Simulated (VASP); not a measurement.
Input of a VASP 6.6.1 run:

INCAR

```
  PREC = Accurate
  ENCUT = 520
  EDIFF = 1E-7
  ISMEAR = 0
  SIGMA = 0.15
  LREAL = F
  LASPH = T
  NELM = 100
  ALGO = Normal
  ISIF = 2
  LWAVE = F
  LCHARG = T
  GGA = PS
  LELF = T
  LVHAR = T
  NBANDS = 14
```

KPOINTS

```
Automatic mesh
0
Gamma
  20 20 20
```

POSCAR

```
HfN
1.0
    0.0000000000      1.9734182698      2.9601274048
    1.9734182698      0.0000000000      2.9601274048
    1.9734182698      1.9734182698      0.0000000000
Hf N
1 1
Direct
    0.0000000000      0.0000000000      0.0000000000
    0.5000000000      0.5000000000      0.5000000000
```

Potentials or basis: VASP PAW PBE potentials, release 64 (Hf_pv, N).

Command:

```console
$ cat potpaw_PBE.64/Hf_pv/POTCAR potpaw_PBE.64/N/POTCAR > POTCAR
$ mpirun -np 1 vasp_std > vasp.out
```

Task: What does it give for the pressure?

Result: 82.5 GPa.

Stress tensor (GPa, compression positive):
```
129.90   0.00   0.00
  0.00 129.90   0.00
  0.00   0.00 -12.34
```

Caveat: the PAW data sets were made with another functional, which shifts forces and pressure a little.
